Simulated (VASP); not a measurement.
# CdS (Fm-3m) in VASP: a series of runs

Aim: see how the results for CdS move with the level of theory and the settings. Levels: PBE, PBE+D3(BJ). Tasks: single point.

Everything below comes from runs of VASP 6.6.1. Logs are shortened: lines on timing, memory, paths and dates and some standing lists are left out, and cuts for length are marked.

## 1. The cell of the first run

It takes space group Fm-3m (No. 225, cubic). Conventional cell: a = 5.549 Å, b = 5.549 Å, c = 5.549 Å, α = 90.00°, β = 90.00°, γ = 90.00°. Cd (site symmetry m-3m) has 6 S at 2.77 Å within 3.7 Å. Within 3.7 Å of S (site symmetry m-3m) lie 6 Cd at 2.77 Å.

## 2. Single point, PBE (volume scaled by 1.03)

Contents of INCAR:

```
SYSTEM = CdS
PREC     = Accurate       ! precision mode
ENCUT    = 520            ! plane-wave cutoff, eV
EDIFF    = 1E-6           ! SCF threshold, eV
ISMEAR   = 0              ! smearing method
SIGMA    = 0.01           ! smearing width, eV
LREAL    = .FALSE.        ! projectors in reciprocal space
LASPH    = .TRUE.         ! aspherical terms in the spheres
NELM     = 100            ! most SCF steps
ALGO     = Normal         ! electronic algorithm
ISIF     = 2              ! what is computed and relaxed
LWAVE    = .FALSE.        ! write WAVECAR
LCHARG   = .FALSE.        ! write CHGCAR
GGA      = PE             ! functional
NBANDS   = 16             ! bands
```

Contents of KPOINTS:

```
Automatic mesh
0
G
  12 12 12
  0 0 0
```

Contents of POSCAR:

```
CdS
1.0
    0.0000000000      2.7747033992      2.7747033992
    2.7747033992      0.0000000000      2.7747033992
    2.7747033992      2.7747033992      0.0000000000
Cd S
1 1
Direct
    0.0000000000      0.0000000000      0.0000000000
    0.5000000000      0.5000000000      0.5000000000
```

Potentials or basis: VASP PAW PBE potentials, release 64 (Cd, S).

The run is started by

```
> cat potpaw_PBE.64/Cd/POTCAR potpaw_PBE.64/S/POTCAR > POTCAR
> mpirun -np 1 vasp_std > vasp.out
```

OUTCAR:

```text
SYSTEM = CdS
   PREC = Accurate
   ENCUT = 520
   EDIFF = 1E-6
   ISMEAR = 0
   LREAL = .FALSE.
   LASPH = .TRUE.
   NELM = 100
   ISIF = 2
   GGA = PE

 ion  position               nearest neighbor table
   1  0.000  0.000  0.000-   2 2.77   2 2.77   2 2.77   2 2.77   2 2.77   2 2.77
   2  0.500  0.500  0.500-   1 2.77   1 2.77   1 2.77   1 2.77   1 2.77   1 2.77

  LATTYP: Found a face centered cubic cell.
 ALAT       =     5.5494067984

  Lattice vectors:

 A1 = (   0.0000000000,   2.7747033992,   2.7747033992)
 A2 = (   2.7747033992,   0.0000000000,   2.7747033992)
 A3 = (   2.7747033992,   2.7747033992,   0.0000000000)

Analysis of symmetry for initial positions (statically):
=====================================================================
 Subroutine PRICEL returns:
 Original cell was already a primitive cell.

 Routine SETGRP: Setting up the symmetry group for a
 face centered cubic supercell.

 Subroutine GETGRP returns: Found 48 space group operations
 (whereof 48 operations were pure point group operations)
 out of a pool of 48 trial point group operations.

The static configuration has the point symmetry O_h .

Analysis of symmetry for dynamics (positions and initial velocities):
=====================================================================
 Subroutine PRICEL returns:
 Original cell was already a primitive cell.

 Routine SETGRP: Setting up the symmetry group for a
 face centered cubic supercell.

 Subroutine GETGRP returns: Found 48 space group operations
 (whereof 48 operations were pure point group operations)
 out of a pool of 48 trial point group operations.

The dynamic configuration has the point symmetry O_h .

 Subroutine INISYM returns: Found 48 space group operations
 (whereof 48 operations are pure point group operations),
 and found     1 'primitive' translations

----------------------------------------------------------------------------------------

                                     Primitive cell

  volume of cell :      42.7248

  direct lattice vectors                    reciprocal lattice vectors
     0.000000000  2.774703399  2.774703399    -0.180199440  0.180199440  0.180199440
     2.774703399  0.000000000  2.774703399     0.180199440 -0.180199440  0.180199440
     2.774703399  2.774703399  0.000000000     0.180199440  0.180199440 -0.180199440

  length of vectors
     3.924023179  3.924023179  3.924023179     0.312114586  0.312114586  0.312114586

  position of ions in fractional coordinates (direct lattice)
     0.000000000  0.000000000  0.000000000
     0.500000000  0.500000000  0.500000000

  ion indices of the primitive-cell ions
   primitive index   ion index
                 1           1
                 2           2

----------------------------------------------------------------------------------------

 KPOINTS: Automatic mesh

Automatic generation of k-mesh.
 Grid dimensions read from file:
 generate k-points for:   12   12   12

 Generating k-lattice:

  Cartesian coordinates                     Fractional coordinates (reciprocal lattice)
    -0.015016620  0.015016620  0.015016620     0.083333333  0.000000000  0.000000000
     0.015016620 -0.015016620  0.015016620     0.000000000  0.083333333  0.000000000
     0.015016620  0.015016620 -0.015016620     0.000000000  0.000000000  0.083333333

  Length of vectors
     0.026009549  0.026009549  0.026009549

  Shift w.r.t. Gamma in fractional coordinates (k-lattice)
     0.000000000  0.000000000  0.000000000

 Subroutine IBZKPT returns following result:
 ===========================================

 Found     72 irreducible k-points:

 Following reciprocal coordinates:
            Coordinates               Weight
  0.000000  0.000000  0.000000      1.000000
  0.083333  0.000000  0.000000      8.000000
  0.166667  0.000000  0.000000      8.000000
  0.250000  0.000000  0.000000      8.000000
  0.333333  0.000000  0.000000      8.000000
  0.416667  0.000000  0.000000      8.000000
[... 16 lines left out ...]
  0.500000  0.166667  0.000000     24.000000
 -0.416667  0.166667  0.000000     24.000000
 [... further k-points ...]
   k-points           NKPTS =     72   k-points in BZ     NKDIM =     72   number of bands    NBANDS=     16
   number of dos      NEDOS =    301   number of ions     NIONS =      2
   total plane-waves  NPLWV =  27000
   dimension x,y,z NGX =    30 NGY =   30 NGZ =   30
   dimension x,y,z NGXF=    60 NGYF=   60 NGZF=   60
   ions per type =               1   1
   NGX,Y,Z   is equivalent  to a cutoff of  12.71, 12.71, 12.71 a.u.
   NGXF,Y,Z  is equivalent  to a cutoff of  25.42, 25.42, 25.42 a.u.
 SYSTEM =  CdS
   PREC   = accura    normal or accurate (medium, high low for compatibility)
   ISTART =      0    job   : 0-new  1-cont  2-samecut
   ICHARG =      2    charge: 1-file 2-atom 10-const
   ISPIN  =      1    spin polarized calculation?
   LNONCOLLINEAR =      F non collinear calculations
   LSORBIT =      F    spin-orbit coupling
   LASPH  =      T    aspherical Exc in radial PAW
   ENCUT  =  520.0 eV  38.22 Ry    6.18 a.u.   7.30  7.30  7.30*2*pi/ulx,y,z
   NELM   =    100;   NELMIN=  2; NELMDL= -5     # of ELM steps
   EDIFF  = 0.1E-05   stopping-criterion for ELM
   LREAL  =      F    real-space projection
   EDIFFG = 0.1E-04   stopping-criterion for IOM
   NSW    =      0    number of steps for IOM
   IBRION =     -1    ionic relax: 0-MD 1-quasi-New 2-CG
   NFREE  =      0    steps in history (QN), initial steepest desc. (CG)
   ISIF   =      2    stress and relaxation
   ISYM   =      2    0-nonsym 1-usesym 2-fastsym
   POTIM  = 0.5000    time-step for ionic-motion
   TEBEG  =    0.0;   TEEND  =   0.0 temperature during run
   PSTRESS=    0.0 pullay stress
   NELECT =      18.0000    total number of electrons
   NUPDOWN=      -1.0000    fix difference up-down
   EMIN   =  10.00;   EMAX   =-10.00  energy-range for DOS
   EFERMI =   0.00;   METHOD = LEGACY
   ISMEAR =     0;   SIGMA  =   0.01  broadening in eV -4-tet -1-fermi 0-gaus
   EFERMI_NEDOS =   21; number of points for ismear=-14 and -15
   IALGO  =     38    algorithm
   IMIX   =      4    mixing-type and parameters
     AMIX     =   0.40;   BMIX     =  1.00
     AMIX_MAG =   1.60;   BMIX_MAG =  1.00
  volume/ion in A,a.u.               =      21.36       144.16
  Fermi-wavevector in a.u.,A,eV,Ry     =   1.227267  2.319199 20.492886  1.506185
  Thomas-Fermi vector in A             =   2.362237
   LORBIT       =      0    0 simple, 1 ext, 2 COOP (PROOUT), +10 PAW based schemes
   GGA     = PE    functional components
   LHFCALC =     F    Hartree Fock is set to
   AEXX    =    0.0000 exact exchange contribution
   IVDW    =     0    specifies the selected vdW correction
   LEPSILON=     F    determine dielectric tensor
   LRPA    =     F    only Hartree local field effects (RPA)
 non-spin polarized calculation
 Gauss-broadening in eV      SIGMA  =   0.01
  energy-cutoff  :      520.00
  volume of cell :       42.72
 maximum number of plane-waves:      1174
 NGX is ok and might be reduce to    30
   NGX = 15   NGY = 15   NGZ = 15

 number of electron      18.0000002 magnetization

 Free energy of the ion-electron system (eV)
  ---------------------------------------------------
  ext. energy  EPLUGINS =         0.00000000
  ---------------------------------------------------
  free energy    TOTEN  =        -5.87224208 eV

  energy without entropy =       -5.87224208  energy(sigma->0) =       -5.87224208

 E-fermi :   2.6096     XC(G=0): -10.1893

 val. band max:        2.5006797001   @ k =  -0.2500   0.1667   0.0000
 cond. band min:       2.7442866720   @ k =   0.5000   0.5000   0.0000
 fundamental gap:      0.2436069719
 Fermi energy:         2.6096116536

 k-point     1 :       0.0000    0.0000    0.0000
  band No.  band energies     occupation
      1     -10.0135      2.00000
      2      -5.0382      2.00000
      3      -5.0382      2.00000
      4      -5.0382      2.00000
      5      -5.0374      2.00000
      6      -5.0374      2.00000
[... 8 lines left out ...]
     15      13.6544      0.00000
     16      13.6544      0.00000

 k-point     2 :       0.0833    0.0000    0.0000
  band No.  band energies     occupation
      1      -9.9579      2.00000
      2      -5.0563      2.00000
      3      -5.0563      2.00000
      4      -5.0434      2.00000
      5      -5.0263      2.00000
      6      -5.0263      2.00000
[... 8 lines left out ...]
     15      12.8626      0.00000
     16      13.5489      0.00000

 k-point     3 :       0.1667    0.0000    0.0000
  band No.  band energies     occupation
      1      -9.7989      2.00000
      2      -5.1068      2.00000
      3      -5.1068      2.00000
      4      -5.0607      2.00000
      5      -4.9937      2.00000
      6      -4.9937      2.00000
[... 8 lines left out ...]
     15      12.7424      0.00000
     16      13.2960      0.00000

 k-point     4 :       0.2500    0.0000    0.0000
  band No.  band energies     occupation
      1      -9.5616      2.00000
      2      -5.1741      2.00000
      3      -5.1741      2.00000
      4      -5.0950      2.00000
      5      -4.9488      2.00000
      6      -4.9488      2.00000
[... 8 lines left out ...]
     15      13.2812      0.00000
     16      13.2812      0.00000
[... 324 lines left out ...]
 k-point    22 :       0.4167    0.1667    0.0000
  band No.  band energies     occupation
      1      -9.1877      2.00000
      2      -5.1709      2.00000
      3      -5.1613      2.00000
      4      -5.1247      2.00000
      5      -4.8831      2.00000
      6      -4.8577      2.00000
[... 8 lines left out ...]
     15      15.7162      0.00000
     16      15.8287      0.00000

 k-point    23 :       0.5000    0.1667    0.0000
  band No.  band energies     occupation
      1      -9.0437      2.00000
      2      -5.2182      2.00000
      3      -5.1602      2.00000
      4      -5.1363      2.00000
      5      -4.8471      2.00000
      6      -4.8428      2.00000
[... 8 lines left out ...]
     15      15.6988      0.00000
     16      16.4956      0.00000

 k-point    24 :      -0.4167    0.1667    0.0000
  band No.  band energies     occupation
      1      -9.0125      2.00000
      2      -5.2548      2.00000
      3      -5.1956      2.00000
      4      -5.1057      2.00000
      5      -4.8613      2.00000
      6      -4.8194      2.00000
[... 8 lines left out ...]
     15      14.8113      0.00000
     16      15.8909      0.00000

 [... further k-points ...]
[... 5 lines left out ...]
  --------------------------------------------------------------------------------------
  -------------------------------------------------------------------------------------
  Total       -0.4435592     -0.4435592     -0.4435592     -0.0000000      0.0000000     -0.0000000
  in kB      -16.6334556    -16.6334556    -16.6334556     -0.0000000      0.0000000     -0.0000000
  external PRESSURE =     -16.6334556 kB  Pullay stress =       0.0000000 kB

 VOLUME and BASIS-vectors are now :
 -----------------------------------------------------------------------------
  energy-cutoff  :      520.00
  volume of cell :       42.72
      direct lattice vectors                 reciprocal lattice vectors
     0.000000000  2.774703399  2.774703399    -0.180199440  0.180199440  0.180199440
     2.774703399  0.000000000  2.774703399     0.180199440 -0.180199440  0.180199440
     2.774703399  2.774703399  0.000000000     0.180199440  0.180199440 -0.180199440

 POSITION                                       TOTAL-FORCE (eV/Angst)
 -----------------------------------------------------------------------------------
      0.00000      0.00000      0.00000         0.000000      0.000000      0.000000
      2.77470      2.77470      2.77470         0.000000      0.000000     -0.000000
 -----------------------------------------------------------------------------------
    total drift:                               -0.000000      0.000000      0.000000

  FREE ENERGIE OF THE ION-ELECTRON SYSTEM (eV)
  ---------------------------------------------------
  free  energy   TOTEN  =        -5.8722420813 eV

  energy  without entropy=       -5.8722420813  energy(sigma->0) =       -5.87224208
```

It took 36 s on 1 thread of Intel Xeon Platinum 8488C (Sapphire Rapids), shared host; peak memory 0.19 GiB.

What came out:

| Quantity | Value |
| --- | --- |
| Free energy | -5.8722 eV |
| Pressure | -1.7 GPa |
| Band gap on the k mesh | 0.24 eV, indirect (least direct gap 1.38 eV) |

 A k mesh can miss the band edges.

## 3. Single point, PBE (volume scaled by 1.06)

Contents of INCAR:

```
PREC = Accurate ; ENCUT = 520
EDIFF = 1E-6 ; ISMEAR = 0
SIGMA = 0.01 ; LREAL = F
LASPH = T ; NELM = 60
ALGO = Normal ; ISIF = 2
LWAVE = F ; LCHARG = F
GGA = PE ; NBANDS = 16
```

Contents of KPOINTS:

```
Automatic mesh
0
Gamma
  12 12 12
```

Contents of POSCAR:

```
CdS
1.0
    0.0000000000      2.8013848763      2.8013848763
    2.8013848763      0.0000000000      2.8013848763
    2.8013848763      2.8013848763      0.0000000000
Cd S
1 1
Direct
    0.0000000000      0.0000000000      0.0000000000
    0.5000000000      0.5000000000      0.5000000000
```

Potentials or basis: VASP PAW PBE potentials, release 64 (Cd, S).

The run is started by

```
> cat potpaw_PBE.64/Cd/POTCAR potpaw_PBE.64/S/POTCAR > POTCAR
> mpirun -np 1 vasp_std > vasp.out
```

It took 32 s on 1 thread of Intel Xeon Platinum 8488C (Sapphire Rapids), shared host; peak memory 0.19 GiB.

The run converged. Its results:

```
Free energy            : -5.8528 eV
Pressure               : -3.4 GPa
Band gap on the k mesh : 0.24 eV, indirect (least direct gap 1.21 eV)
```

Levels at points of the mesh, in eV from the valence-band top:
| k point | band 7 | band 8 | band 9 | band 10 | band 11 | band 12 |
| --- | --- | --- | --- | --- | --- | --- |
| (0.00, 0.00, 0.00) | -0.61 | -0.61 | -0.61 | 0.60 | 9.20 | 9.20 |
| (0.50, 0.00, 0.00) | -4.52 | -0.01 | -0.01 | 3.56 | 5.93 | 5.93 |
| (0.50, 0.50, 0.00) | -3.78 | -1.87 | -1.87 | 0.24 | 6.13 | 9.38 |

(Continued in part 2 of 2.)
